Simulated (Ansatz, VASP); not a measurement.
**One calculation of Ba, two programs**

```
Ba
1.0
     3.13901    0.00000    0.00000
     0.00000    3.13901    0.00000
     0.00000    0.00000    3.13901
Ba
1
Direct
  0.00000 0.00000 0.00000
```

Change from the starting cell: volume scaled by 0.5, LAPW.

Alike in both runs: task single point; functional PBE; k mesh 9 × 9 × 9; occupations fermi-dirac, width 0.08 eV; no spin polarisation.

|  | VASP | Ansatz |
| --- | --- | --- |
| version | VASP 6.6.1 | Ansatz 0.2.0 |
| potentials or method | VASP PAW PBE potentials, release 64 (Ba_sv), cutoff 520 eV | all-electron LAPW, scalar-relativistic |

```tsv
	VASP	Ansatz	Ansatz less VASP
pressure (GPa)	17.8	14.5	-3.26
```

Ansatz ran all-electron here, and VASP with PAW potentials.

Neither program's run includes spin-orbit coupling.
